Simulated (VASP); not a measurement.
A run of VASP 6.6.1:

The input INCAR:

```
SYSTEM = Pb
ALGO = Normal
EDIFF = 1E-6
ENCUT = 520
GGA = PE
ISIF = 2
ISMEAR = 0
LASPH = .TRUE.
LCHARG = .TRUE.
LELF = .TRUE.
LREAL = .FALSE.
LVHAR = .TRUE.
LWAVE = .FALSE.
NBANDS = 66
NELM = 100
PREC = Accurate
SIGMA = 0.1
```

KPOINTS

```
k-points
0
G
  6 6 6
  0 0 0
```

File POSCAR:

```
Pb
1.0
    6.4026495416      0.0000000000      0.0000000000
    0.0000000000      6.4026495416      0.0000000000
    0.0000000000      0.0000000000      6.4026495416
Pb
8
Direct
    0.5000000000      0.5000000000      0.5000000000
    0.0000000000      0.0000000000      0.0000000000
    0.2500000000      0.0000000000      0.5000000000
    0.5000000000      0.2500000000      0.0000000000
    0.5000000000      0.7500000000      0.0000000000
    0.7500000000      0.0000000000      0.5000000000
    0.0000000000      0.5000000000      0.7500000000
    0.0000000000      0.5000000000      0.2500000000
```

Potentials or basis: VASP PAW PBE potentials, release 64 (Pb_d).

The run is started by

```sh
$ cat potpaw_PBE.64/Pb_d/POTCAR > POTCAR
$ mpirun -np 1 vasp_std > vasp.out
```

Hardware: 1 thread of Intel(R) Xeon(R) Platinum 8259CL CPU @ 2.50GHz (Skylake/Cascade Lake), on a shared host.

Q: How long does it take, and how much memory?

A: It took 5.7 min on 1 thread of Intel(R) Xeon(R) Platinum 8259CL CPU @ 2.50GHz (Skylake/Cascade Lake), with other jobs on the host, peak memory 0.46 GiB. Counts: scf iterations 14, k points 20.
